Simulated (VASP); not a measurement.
KF, 2 atoms in the cell. It takes space group Fm-3m (No. 225, cubic). Conventional cell: a = 5.215 Å, b = 5.215 Å, c = 5.215 Å, α = 90.00°, β = 90.00°, γ = 90.00°. K (site symmetry m-3m) has 6 F at 2.61 Å within 3.4 Å. Within 3.4 Å of F (site symmetry m-3m) lie 6 K at 2.61 Å. 

```yaml
Program: VASP 6.6.1
Task: single point
Functional: PBE
Potentials_or_basis: VASP PAW PBE potentials, release 64 (K_sv, F)
Cutoff: 600 eV
k_mesh: 5 × 5 × 5
Occupations: gaussian, width 0.1 eV
Spin: no spin polarisation
Dipole_correction: no
Further_INCAR_settings: ALGO = Normal; EDIFF = 1e-06; NBANDS = 15
```

Potentials or basis: VASP PAW PBE potentials, release 64 (K_sv, F).

The run is started by

```console
$ cat potpaw_PBE.64/K_sv/POTCAR potpaw_PBE.64/F/POTCAR > POTCAR
$ mpirun -np 1 vasp_std > vasp.out
```

Hardware: 1 thread of Intel Xeon 8259CL, with other jobs on the host.

How long does it take, and how much memory?

Wall time 18 s on 1 thread of Intel Xeon 8259CL, on a shared host, peak memory 0.16 GiB. Counts: scf iterations 13, k points 10.
